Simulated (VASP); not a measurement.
**HC12: single point with PBE**

HC12, a slab with vacuum:

```
C H
1.0
     5.05093    0.00000    0.00000
     0.00000    5.05093    0.00000
     0.00000    0.00000   22.37549
C H
24 2
Cartesian
  0.0000 1.2627 4.0000
  0.0000 3.7882 4.0000
  2.5255 1.2627 4.0000
  2.5255 3.7882 4.0000
  0.0000 0.0000 4.8929
  0.0000 2.5255 4.8929
  2.5255 0.0000 4.8929
  2.5255 2.5255 4.8929
  1.2627 0.0000 5.7858
  1.2627 2.5255 5.7858
  3.7882 0.0000 5.7858
  3.7882 2.5255 5.7858
  1.2627 1.2627 6.6590
  1.2627 3.7882 6.6590
  3.7882 1.2627 6.6590
  3.7882 3.7882 6.6590
  0.0000 1.2627 7.5962
  0.0000 3.7882 7.5962
  2.5255 1.2627 7.5962
  2.5255 3.7882 7.5962
  0.0000 0.0000 8.3755
  0.0000 2.5255 8.3755
  2.5255 0.0000 8.3755
  2.5255 2.5255 8.3755
  4.4604 1.8941 11.3755
  5.6414 1.8941 11.3755
```

```yaml
Program: VASP 6.6.1
Task: single point
Functional: PBE
Potentials_or_basis: VASP PAW PBE potentials, release 64 (C, H)
Cutoff: 520 eV
k_mesh: 5 × 5 × 1
Occupations: gaussian, width 0.05 eV
Spin: no spin polarisation
```

```
Largest force          : 4.632 eV/Å
Band gap on the k mesh : zero (bands 49 and 50 overlap by 0.08 eV)
```

Forces in eV/Å, atoms in the order of the input:
```
C    0.000 -0.001  2.217
C    0.000  0.001  2.220
C    0.000  0.003  2.198
C    0.000 -0.002  2.196
C    0.000  0.000 -2.618
C    0.000  0.000 -2.615
C    0.000  0.000 -2.564
C    0.000  0.000 -2.571
C    0.025  0.000  0.349
C    0.036  0.000  0.348
C   -0.025  0.000  0.349
C   -0.036  0.000  0.348
C    0.067  0.004  0.025
C    0.057 -0.004  0.026
C   -0.067  0.004  0.025
C   -0.057 -0.004  0.026
C    0.000 -0.013  0.094
C    0.000  0.016  0.057
C    0.000  0.007 -0.095
C    0.000 -0.008 -0.057
C    0.000 -0.012  0.000
C    0.000  0.015 -0.079
C    0.000  0.015  0.044
C    0.000 -0.011  0.060
H    4.632 -0.005  0.009
H   -4.632 -0.005  0.009
```

Levels at points of the mesh, in eV from the Fermi level:
```tsv
k point	band 47	band 48	band 49	band 50	band 51	band 52
(0.00, 0.00, 0.00)	-0.76	-0.19	-0.19	-0.04	0.22	0.43
```

Wall time 26 min on 1 thread of Intel Xeon 8259CL, on a shared host, peak memory 0.67 GiB.
